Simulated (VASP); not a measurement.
# ScAl3 in VASP: a series of runs

Runs on ScAl3. Level: PBE. Tasks: single point.

All numbers are computed with VASP 6.6.1; they aren't measurements. Logs are shortened: lines on timing, memory, paths and dates and some standing lists are left out, and cuts for length are marked.

## (1) The cell of the first run

The cell holds an amorphous packing of atoms, 16 atoms: a = 7.028 Å, b = 6.647 Å, c = 6.679 Å, α = 84.44°, β = 90.08°, γ = 86.64°.

## (2) Single point, PBE

File INCAR:

```
SYSTEM = ScAl3
PREC     = Accurate       ! precision mode
ENCUT    = 520            ! plane-wave cutoff, eV
EDIFF    = 1E-7           ! SCF threshold, eV
ISMEAR   = -1             ! smearing method
SIGMA    = 0.05           ! smearing width, eV
LREAL    = Auto         
LASPH    = .True.         ! aspherical terms in the spheres
NELM     = 60             ! most SCF steps
ALGO     = Normal         ! electronic algorithm
ISIF     = 2              ! what is computed and relaxed
LWAVE    = .False.        ! write WAVECAR
LCHARG   = .False.        ! write CHGCAR
GGA      = PE             ! functional
ISYM     = 0            
NBANDS   = 54             ! bands
```

File KPOINTS:

```
Automatic mesh
0
Gamma
  1 1 1
  0.25 0.25 0.25
```

File POSCAR:

```
ScAl3
1.0
    7.0248240000      0.2007760000     -0.0094590000
    0.2007760000      6.6358760000      0.3234210000
   -0.0094590000      0.3234210000      6.6710660000
Sc Al
4 12
Direct
    0.4240567602      0.2301595665      0.5140737201
    0.7877035048      0.4445222581      0.2271789927
    0.7528222200      0.9956293127      0.7302114111
    0.4386561179      0.7263053869      1.0047272555
    0.2358503264      0.5009104172      0.7975286049
    0.9651669784      0.6856267582      0.4687125600
    0.1852081970      0.4164155195      0.1741441863
    0.9937733761      0.1902729170      0.9391371402
    0.4893573937      0.2261042848      0.0291656472
    1.0191708515      0.2742753363      0.5343865484
    0.0080193714      0.7865723975      0.0495329868
    0.7253309118      0.4493880706      0.7063469865
    0.7115292652      0.9649051526      0.2158426803
    0.1647363634      0.9030340782      0.7028786789
    0.4883246571      0.7218534617      0.5338430911
    0.2326659370     -0.0008867588      0.3097810130
```

Potentials or basis: VASP PAW PBE potentials, release 64 (Sc_sv, Al).

Launch:

```console
$ cat potpaw_PBE.64/Sc_sv/POTCAR potpaw_PBE.64/Al/POTCAR > POTCAR
$ mpirun -np 1 vasp_std > vasp.out
```

OUTCAR:

```text
SYSTEM = ScAl3
   PREC = Accurate
   ENCUT = 520
   EDIFF = 1E-7
   ISMEAR = -1
   LREAL = Auto
   LASPH = .True.
   NELM = 60
   ISIF = 2
   GGA = PE
   ISYM = 0

 ion  position               nearest neighbor table
   1  0.424  0.230  0.514-  16 2.58  10 2.85   7 2.95   5 2.99  12 3.00   3 3.00  14 3.09   9 3.27
                            15 3.34  15 3.37  13 3.38
   2  0.788  0.445  0.227-   6 2.73  10 2.73   7 2.81  11 2.98   9 3.00   8 3.00  12 3.23   4 3.26
                            13 3.27
   3  0.753  0.996  0.730-   8 2.66  10 2.93  14 2.93  11 2.97   1 3.00  12 3.00  15 3.06   6 3.14
                             9 3.17  13 3.24   4 3.36
   4  0.439  0.726  0.005-   5 2.61  14 2.90   7 2.95  13 2.99  11 3.05  16 3.15  15 3.17   2 3.26
                             9 3.31   3 3.36   9 3.38
   5  0.236  0.501  0.798-   7 2.55   4 2.61  14 2.70   9 2.82   8 2.84  15 2.87  10 2.91   1 2.99
                             6 3.02  11 3.04
   6  0.965  0.686  0.469-  14 2.68   2 2.73  10 2.73  12 2.77  11 2.84  13 2.91  16 3.01   5 3.02
                             7 3.14   3 3.14
   7  0.185  0.416  0.174-   5 2.55   9 2.65   8 2.69  11 2.75  10 2.78   2 2.81  16 2.83   4 2.95
                             1 2.95   6 3.14
   8  0.994  0.190  0.939-   3 2.66   7 2.69  11 2.71  10 2.72  14 2.81  12 2.83   5 2.84   2 3.00
                            13 3.07  16 3.11
   9  0.489  0.226  0.029-  13 2.50   7 2.65   5 2.82  16 2.97   2 3.00  12 3.05   3 3.17   1 3.27
[... 7 lines left out ...]
  13  0.712  0.965  0.216-   9 2.50  11 2.64   6 2.91   4 2.99  15 3.04   8 3.07   3 3.24   2 3.27
                             1 3.38
  14  0.165  0.903  0.703-  11 2.63   6 2.68  16 2.69   5 2.70  10 2.75  15 2.80   8 2.81   4 2.90
                             3 2.93   1 3.09
  15  0.488  0.722  0.534-  12 2.57  14 2.80  16 2.82   5 2.87  13 3.04   3 3.06   4 3.17   1 3.34
                             1 3.37
  16  0.233  0.999  0.310-   1 2.58  14 2.69  15 2.82   7 2.83  10 2.84  11 2.87   9 2.97   6 3.01
                             8 3.11   4 3.15

IMPORTANT INFORMATION: All symmetrisations will be switched off!
NOSYMM: (Re-)initialisation of all symmetry stuff for point group C_1.

----------------------------------------------------------------------------------------

                                     Primitive cell

  volume of cell :     309.9719

  direct lattice vectors                    reciprocal lattice vectors
     7.024824000  0.200776000 -0.009459000     0.142476656 -0.004330873  0.000411985
     0.200776000  6.635876000  0.323421000    -0.004330873  0.151184571 -0.007335744
    -0.009459000  0.323421000  6.671066000     0.000411985 -0.007335744  0.150257310

  length of vectors
     7.027698962  6.646785872  6.678908009     0.142543059  0.151424385  0.150436837

  position of ions in fractional coordinates (direct lattice)
     0.424056760  0.230159566  0.514073720
     0.787703505  0.444522258  0.227178993
     0.752822220  0.995629313  0.730211411
[... 94 lines left out ...]
   EFERMI =   0.00;   METHOD = LEGACY
   ISMEAR =    -1;   SIGMA  =   0.05  broadening in eV -4-tet -1-fermi 0-gaus
   EFERMI_NEDOS =   21; number of points for ismear=-14 and -15
   IALGO  =     38    algorithm
   IMIX   =      4    mixing-type and parameters
     AMIX     =   0.40;   BMIX     =  1.00
     AMIX_MAG =   1.60;   BMIX_MAG =  1.00
  volume/ion in A,a.u.               =      19.37       130.74
  Fermi-wavevector in a.u.,A,eV,Ry     =   1.042311  1.969682 14.781539  1.086412
  Thomas-Fermi vector in A             =   2.176971
   LORBIT       =      0    0 simple, 1 ext, 2 COOP (PROOUT), +10 PAW based schemes
   GGA     = PE    functional components
   LHFCALC =     F    Hartree Fock is set to
   AEXX    =    0.0000 exact exchange contribution
   IVDW    =     0    specifies the selected vdW correction
   LEPSILON=     F    determine dielectric tensor
   LRPA    =     F    only Hartree local field effects (RPA)
 non-spin polarized calculation
  energy-cutoff  :      520.00
  volume of cell :      309.97
 maximum number of plane-waves:      8348
 NGX is ok and might be reduce to    54
   NGX = 27   NGY = 25   NGZ = 25

 number of electron      79.9999996 magnetization

 Free energy of the ion-electron system (eV)
  ---------------------------------------------------
  ext. energy  EPLUGINS =         0.00000000
  ---------------------------------------------------
  free energy    TOTEN  =       -71.49596075 eV

  energy without entropy =      -71.37903567  energy(sigma->0) =      -71.43749821

 E-fermi :   5.8599     XC(G=0):  -9.8635

 val. band max:        5.7980764652   @ k =   0.2500   0.2500   0.2500
 cond. band min:       5.9171422167   @ k =   0.2500   0.2500   0.2500
 fundamental gap:      0.1190657515
 Fermi energy:         5.8598718208

 k-point     1 :       0.2500    0.2500    0.2500
  band No.  band energies     occupation
      1     -43.4162      2.00000
      2     -43.4121      2.00000
      3     -43.3852      2.00000
      4     -43.3524      2.00000
      5     -22.1946      2.00000
      6     -22.1752      2.00000
[... 44 lines left out ...]
     51       7.8998      0.00000
     52       8.0030      0.00000
 [bands above 52 left out]

------------------------ aborting loop because EDIFF is reached ----------------------------------------

  FORCE on cell =-STRESS in cart. coord.  units (eV):
  Direction    XX          YY          ZZ          XY          YZ          ZX
  --------------------------------------------------------------------------------------
  -------------------------------------------------------------------------------------
  Total        2.8638555     -1.4435421     -2.4885757      0.5131939     -5.9147320      6.1501944
  in kB       14.8026443     -7.4613540    -12.8629049      2.6525873    -30.5719592     31.7890130
  external PRESSURE =      -1.8405382 kB  Pullay stress =       0.0000000 kB

 VOLUME and BASIS-vectors are now :
 -----------------------------------------------------------------------------
  energy-cutoff  :      520.00
  volume of cell :      309.97
      direct lattice vectors                 reciprocal lattice vectors
     7.024824000  0.200776000 -0.009459000     0.142476656 -0.004330873  0.000411985
     0.200776000  6.635876000  0.323421000    -0.004330873  0.151184571 -0.007335744
    -0.009459000  0.323421000  6.671066000     0.000411985 -0.007335744  0.150257310

 POSITION                                       TOTAL-FORCE (eV/Angst)
 -----------------------------------------------------------------------------------
      3.02027      1.77871      3.49985         0.573844      0.399188      0.076874
      5.62058      3.18142      1.65184        -1.062788      0.372674     -0.093716
      5.48143      6.99419      5.18617        -0.041951     -0.647906      0.187503
      3.22726      4.90927      0.26229         0.482006      0.200067      0.265638
      1.74983      3.62927      5.48014        -0.448938      0.058722     -0.885601
      6.91335      4.89511      3.33943         0.055803     -0.075439     -0.449158
[... 8 lines left out ...]
      3.57028      5.06083      3.79015         0.005139      0.663765     -0.458316
      1.83210      6.77689      2.38750        -0.577430     -0.214518     -0.885790
 -----------------------------------------------------------------------------------
    total drift:                               -0.010999     -0.002559      0.001422

  FREE ENERGIE OF THE ION-ELECTRON SYSTEM (eV)
  ---------------------------------------------------
  free  energy   TOTEN  =       -71.4959607486 eV

  energy  without entropy=      -71.3790356691  energy(sigma->0) =      -71.43749821
```

Wall time 30 s (1 thread of Intel Xeon Platinum 8559C (Emerald Rapids), shared host); peak memory 0.33 GiB.

Results:

```
Free energy            : -71.4960 eV
Pressure               : -0.2 GPa
Largest force          : 1.130 eV/Å
Band gap on the k mesh : 0.12 eV
```

Forces on the atoms (eV/Å):
```
Sc   0.574  0.399  0.077
Sc  -1.063  0.373 -0.094
Sc  -0.042 -0.648  0.188
Sc   0.482  0.200  0.266
Al  -0.449  0.059 -0.886
Al   0.056 -0.075 -0.449
Al   0.143 -0.019  0.899
Al   0.111 -0.270  0.196
Al  -0.201  0.636 -0.466
Al   0.507 -0.122  0.319
Al   0.187 -0.409  0.241
Al  -0.379 -0.353  0.478
Al   0.119 -0.617  0.673
Al   0.525  0.398 -0.097
Al   0.005  0.664 -0.458
Al  -0.577 -0.215 -0.886
```

Caveat: the k points lie up to 0.95 Å⁻¹ apart.

## (3) Single point, PBE

File INCAR:

```
SYSTEM = ScAl3
ALGO = Normal ; EDIFF = 1E-6
ENCUT = 520 ; GGA = PE
ISIF = 2 ; ISMEAR = -1
ISYM = 0 ; LASPH = .TRUE.
LCHARG = .TRUE. ; LELF = .TRUE.
LREAL = Auto ; LVHAR = .TRUE.
LWAVE = .FALSE. ; NBANDS = 54
NELM = 80 ; PREC = Accurate
SIGMA = 0.05
```

KPOINTS is that of step 2.

File POSCAR:

```
ScAl3
1.0
    7.0248240000      0.2007760000     -0.0094590000
    0.2007760000      6.6358760000      0.3234210000
   -0.0094590000      0.3234210000      6.6710660000
Sc Al
4 12
Direct
    0.4445048635      0.2260602596      0.5313360618
    0.7701329107      0.4585884562      0.2581361884
    0.7963508058      0.9661947562      0.7389757511
    0.4692446864      0.7153368335      0.9774609682
    0.2431194575      0.5040159549      0.7878958659
    1.0123248820      0.6884073507      0.4448463240
    0.2238784152      0.4376833133      0.1968251687
    1.0275605063      0.1885905707      0.9846882858
    0.5092645523      0.2284904111     -0.0111808913
    1.0409897247      0.2696186509      0.5561429595
    0.0296659185      0.7780721484      0.0557214900
    0.7548109284      0.4810010672      0.7224226099
    0.6988667617      0.9508551607      0.2352147399
    0.2033217885      0.9199141560      0.7172496366
    0.5097674091      0.7447221515      0.5369134569
    0.2667897090      0.0195387633      0.2752580049
```

Potentials or basis: VASP PAW PBE potentials, release 64 (Sc_sv, Al).

Launch:

```console
$ cat potpaw_PBE.64/Sc_sv/POTCAR potpaw_PBE.64/Al/POTCAR > POTCAR
$ mpirun -np 1 vasp_std > vasp.out
```

OUTCAR:

```text
SYSTEM = ScAl3
   EDIFF = 1E-6
   ENCUT = 520
   GGA = PE
   ISIF = 2
   ISMEAR = -1
   ISYM = 0
   LASPH = .TRUE.
   LREAL = Auto
   NELM = 80
   PREC = Accurate

 ion  position               nearest neighbor table
   1  0.445  0.226  0.531-  16 2.65  10 2.84  14 2.91   7 2.92   5 2.94   9 3.09   3 3.17  12 3.18
                            15 3.20  13 3.28   2 3.29
   2  0.770  0.459  0.258-   6 2.73  10 2.90  11 3.09  12 3.12   9 3.13   4 3.14   8 3.18   7 3.21
                            13 3.27  15 3.27   1 3.29
   3  0.796  0.966  0.739-  11 2.82  14 2.86   8 2.87  10 2.91  15 2.96   6 3.16   1 3.17   9 3.17
                             4 3.25  12 3.27  13 3.38
   4  0.469  0.715  0.977-   5 2.59  14 2.76   7 2.90  15 2.95  13 2.97  12 3.08   2 3.14  11 3.14
                             9 3.23  16 3.24   3 3.25
   5  0.243  0.504  0.788-   4 2.59   7 2.73  10 2.75  14 2.76   9 2.79   8 2.87   6 2.93   1 2.94
                            15 2.95  11 3.01
   6  0.012  0.688  0.445-  11 2.61   2 2.73  10 2.81   7 2.83  14 2.87  12 2.90   5 2.93  13 2.99
                            16 3.05   3 3.16
   7  0.224  0.438  0.197-  11 2.66   8 2.71   5 2.73  16 2.78   9 2.82   6 2.83  10 2.88   4 2.90
[... 179 lines left out ...]
      2     -43.3489      2.00000
      3     -43.2939      2.00000
      4     -43.2063      2.00000
      5     -22.3026      2.00000
      6     -22.2004      2.00000
[... 44 lines left out ...]
     51       7.8797      0.00000
     52       7.9588      0.00000
 [bands above 52 left out]

------------------------ aborting loop because EDIFF is reached ----------------------------------------

  FORCE on cell =-STRESS in cart. coord.  units (eV):
  Direction    XX          YY          ZZ          XY          YZ          ZX
  --------------------------------------------------------------------------------------
  -------------------------------------------------------------------------------------
  Total        0.0342438     -4.3102821     -2.4731148     -0.3723428     -7.2234447      5.4399135
  in kB        0.1769988    -22.2789075    -12.7829910     -1.9245588    -37.3364097     28.1177259
  external PRESSURE =     -11.6282999 kB  Pullay stress =       0.0000000 kB

 VOLUME and BASIS-vectors are now :
 -----------------------------------------------------------------------------
  energy-cutoff  :      520.00
  volume of cell :      309.97
      direct lattice vectors                 reciprocal lattice vectors
     7.024824000  0.200776000 -0.009459000     0.142476656 -0.004330873  0.000411985
     0.200776000  6.635876000  0.323421000    -0.004330873  0.151184571 -0.007335744
    -0.009459000  0.323421000  6.671066000     0.000411985 -0.007335744  0.150257310

 POSITION                                       TOTAL-FORCE (eV/Angst)
 -----------------------------------------------------------------------------------
      3.16293      1.76120      3.61349         1.115904      0.149146      0.273363
      5.49968      3.28125      1.86308         0.135756      0.171680     -0.239139
      5.78122      6.81044      5.23471        -0.351083      0.289937     -0.087939
      3.43074      5.15723      6.74762         0.747815      0.523375      0.798298
      1.80161      3.64822      5.41681        -0.638567      0.204705     -0.188915
      0.22059      4.71453      3.19013        -0.068071      0.055256      0.371565
[... 8 lines left out ...]
      3.72547      5.21788      3.81782        -0.317861      0.240683     -0.451733
      1.87547      0.27225      1.84006        -0.168748     -0.477934      0.347019
 -----------------------------------------------------------------------------------
    total drift:                               -0.003864     -0.002718      0.011536

  FREE ENERGIE OF THE ION-ELECTRON SYSTEM (eV)
  ---------------------------------------------------
  free  energy   TOTEN  =       -71.6336698182 eV

  energy  without entropy=      -71.4965293649  energy(sigma->0) =      -71.56509959
```

OSZICAR:

```text
N       E                     dE             d eps       ncg     rms          rms(c)
DAV:   1     0.993604122884E+03    0.99360E+03   -0.31580E+04   108   0.133E+03
DAV:   2     0.284116022262E+02   -0.96519E+03   -0.94334E+03   148   0.536E+02
DAV:   3    -0.726436858796E+02   -0.10106E+03   -0.96562E+02   176   0.186E+02
DAV:   4    -0.782930649960E+02   -0.56494E+01   -0.54292E+01   184   0.442E+01
DAV:   5    -0.784225502346E+02   -0.12949E+00   -0.12800E+00   176   0.844E+00    0.148E+01
DAV:   6    -0.723090570998E+02    0.61135E+01   -0.31960E+01   176   0.304E+01    0.577E+00
DAV:   7    -0.718400523320E+02    0.46900E+00   -0.40706E+00   184   0.131E+01    0.373E+00
DAV:   8    -0.716882889832E+02    0.15176E+00   -0.90912E-01   168   0.690E+00    0.154E+00
DAV:   9    -0.716400182793E+02    0.48271E-01   -0.26405E-01   168   0.380E+00    0.681E-01
DAV:  10    -0.716351169986E+02    0.49013E-02   -0.48510E-02   160   0.140E+00    0.353E-01
DAV:  11    -0.716340037174E+02    0.11133E-02   -0.87414E-03   184   0.817E-01    0.235E-01
DAV:  12    -0.716337638751E+02    0.23984E-03   -0.24802E-03   176   0.380E-01    0.124E-01
DAV:  13    -0.716336871515E+02    0.76724E-04   -0.11932E-03   184   0.224E-01    0.555E-02
DAV:  14    -0.716336773120E+02    0.98394E-05   -0.16428E-04   168   0.111E-01    0.264E-02
DAV:  15    -0.716336698875E+02    0.74246E-05   -0.34688E-05   168   0.517E-02    0.987E-03
DAV:  16    -0.716336698182E+02    0.69237E-07   -0.43761E-06   128   0.144E-02
   1 F= -.71633670E+02 E0= -.71565100E+02  d E =-.137140E+00
```

Wall time 34 s (1 thread of Intel Xeon Platinum 8559C (Emerald Rapids), shared host); peak memory 0.33 GiB.

Results:

| Property | Result |
| --- | --- |
| Free energy | -71.6337 eV |
| Pressure | -1.2 GPa |
| Largest force | 1.213 eV/Å |
| Band gap on the k mesh | 0.09 eV |

Forces in eV/Å, atoms in the order of the input:
```
Sc   1.116  0.149  0.273
Sc   0.136  0.172 -0.239
Sc  -0.351  0.290 -0.088
Sc   0.748  0.523  0.798
Al  -0.639  0.205 -0.189
Al  -0.068  0.055  0.372
Al  -0.095 -0.446  0.362
Al  -0.608 -0.548 -0.794
Al   0.251  0.300  0.179
Al   0.005  0.187 -0.203
Al  -0.065  0.169 -0.035
Al  -0.087 -0.698  0.227
Al   0.313 -0.059  0.169
Al  -0.171 -0.062 -0.727
Al  -0.318  0.241 -0.452
Al  -0.169 -0.478  0.347
```

Caveat: the k points lie up to 0.95 Å⁻¹ apart.
